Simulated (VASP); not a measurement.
A run of VASP 6.6.1 is set up as follows.

File INCAR:

```
PREC = Accurate
ENCUT = 520
EDIFF = 1E-6
ISMEAR = -1
SIGMA = 0.05
LREAL = Auto
LASPH = True
NELM = 100
ALGO = Normal
ISIF = 2
LWAVE = False
LCHARG = False
GGA = PE
NBANDS = 64
```

KPOINTS

```
Automatic mesh
0
Gamma
  2 2 1
```

Contents of POSCAR:

```
H2C5
1.0
    5.0487420000      0.0000000000      0.0000000000
    0.0000000000      5.0487420000      0.0000000000
    0.0000000000      0.0000000000     16.1647000000
H C
8 20
Direct
    0.4277897346      0.0000000000      0.0618631957
    0.0722160095      0.0000000000      0.0618631957
    0.9277954786      0.0000000000      0.0618631957
    0.5722217535      0.0000000000      0.0618631957
    0.4277897346      0.5000057440      0.0618631957
    0.0722160095      0.5000057440      0.0618631957
    0.9277954786      0.5000057440      0.0618631957
    0.5722217535      0.5000057440      0.0618631957
    0.2500028720      0.0000000000      0.1011277661
    0.7500086160      0.0000000000      0.1011277661
    0.2500028720      0.5000057440      0.1011277661
    0.7500086160      0.5000057440      0.1011277661
    0.2500028720      0.2500028720      0.1563406682
    0.7500086160      0.2500028720      0.1563406682
    0.2500028720      0.7500086160      0.1563406682
    0.7500086160      0.7500086160      0.1563406682
    0.0045357834      0.2526173847      0.2059549512
    0.4926771857      0.2524589294      0.2067344275
   -0.0067541578      0.7513752931      0.2173934561
    0.4974506521      0.7552178345      0.2160572111
   -0.0025748989      0.0210151360      0.2686038095
    0.4993323089      0.0152117102      0.2699462409
   -0.0030304579      0.4888346444      0.2701132715
    0.4920829783      0.4872302843      0.2692657457
    0.2459226477      0.1111365960      0.3127308270
    0.7496718985      0.1152168203      0.3107264595
    0.2467545381      0.3911469431      0.3113698367
    0.7471168065      0.3984556945      0.3116915254
```

Potentials or basis: VASP PAW PBE potentials, release 64 (H, C).

Command:

```sh
$ cat potpaw_PBE.64/H/POTCAR potpaw_PBE.64/C/POTCAR > POTCAR
$ mpirun -np 1 vasp_std > vasp.out
```

Q: What does it give for the largest force?

A: 8.959 eV/Å.

Q: Predict the band gap on the k mesh.

A: 0.76 eV.

Forces on the atoms (eV/Å):
```
H   -8.921 -0.047  0.074
H    8.947 -0.027  0.056
H   -8.947 -0.046  0.052
H    8.948 -0.066  0.057
H   -8.921  0.055  0.065
H    8.928  0.063  0.077
H   -8.949  0.075  0.055
H    8.958  0.079  0.045
C   -0.099 -0.217  0.913
C    0.037 -0.085  0.991
C    0.055  0.228  0.956
C   -0.053  0.097  0.960
C   -0.157  0.104 -3.810
C   -0.265  0.262 -3.228
C   -0.420  0.332  0.899
C   -0.379  0.141  0.911
C   -1.571  0.065 -0.117
C    1.694 -0.282 -0.322
C    1.010  0.262  0.095
C   -0.094 -0.823  0.723
C    0.122 -0.304  0.375
C   -0.487  0.872 -0.002
C    0.015 -0.205 -0.351
C    1.043  0.027 -0.054
C    0.438  0.922 -0.091
C   -0.375  1.328  0.165
C   -0.247 -0.858  0.521
C   -0.309 -1.952 -0.015
```

Caveat: the k points lie up to 0.62 Å⁻¹ apart.
